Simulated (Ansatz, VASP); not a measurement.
**Pt: VASP beside Ansatz**

Contents of INCAR:

```
SYSTEM = Pt
ALGO = Normal ; EDIFF = 1E-7
EDIFFG = -0.01 ; ENCUT = 600
IBRION = 2 ; ISIF = 3
ISMEAR = -1 ; LASPH = .TRUE.
LCHARG = .FALSE. ; LREAL = .FALSE.
LWAVE = .FALSE. ; NELM = 100
NSW = 80 ; PREC = Accurate
SIGMA = 0.1
```

KPOINTS

```
k-points
0
G
  11 11 6
  0 0 0
```

Contents of POSCAR:

```
Pt
1.0
    2.7606660000      0.0000000000      0.0000000000
   -1.3803330000      2.3908070000      0.0000000000
    0.0000000000      0.0000000000      4.7921340000
Pt
2
Direct
    0.6666666667      0.3333333333      0.7500000000
    0.3333333333      0.6666666667      0.2500000000
```

Input for Ansatz:

```yaml
crystal:
  lattice:
    - [2.760666, 0.0, 0.0]
    - [-1.380333, 2.390807, 0.0]
    - [0.0, 0.0, 4.792134]
  atoms:
    - { symbol: Pt, position: [0.6666666666666666, 0.3333333333333333, 0.75] }
    - { symbol: Pt, position: [0.3333333333333333, 0.6666666666666666, 0.25] }
kpoints:
  mp_grid:
    grid: [11, 11, 6]
    shift: [0.0, 0.0, 0.0]
hamiltonian:
  xc: lda
  dispersion: none
scf:
  occupations:
    method: fermi_dirac
    width: 0.1
relax:
  f_tol: 0.01
  cell: {}
```

Alike in both runs: task relaxation of cell and atoms; functional LDA; k mesh 11 × 11 × 6; occupations fermi-dirac, width 0.1 eV; no spin polarisation.

|  | VASP | Ansatz |
| --- | --- | --- |
| version | VASP 6.6.1 | Ansatz 0.2.0 |
| potentials or method | VASP PAW LDA potentials, release 64 (Pt) | plane waves, PAW |
| plane-wave cutoff (eV) | 600 | 420 |
| valence electrons in the cell | 20 | 36 |

|  | VASP | Ansatz | Ansatz less VASP |
| --- | --- | --- | --- |
| relaxed volume (Å³/atom) | 14.91 | 14.87 | -0.043 |
| relaxed cell length with the largest relative difference (Å) | 2.723 | 2.719 | -0.0039 |

LDA's correlation is that of Perdew and Zunger in VASP and of Perdew and Wang (1992) in Ansatz. VASP's potentials hold 20 valence electrons a cell and Ansatz's 36, so a difference there can come from the potentials and not from the codes.

Spin-orbit coupling is off throughout.
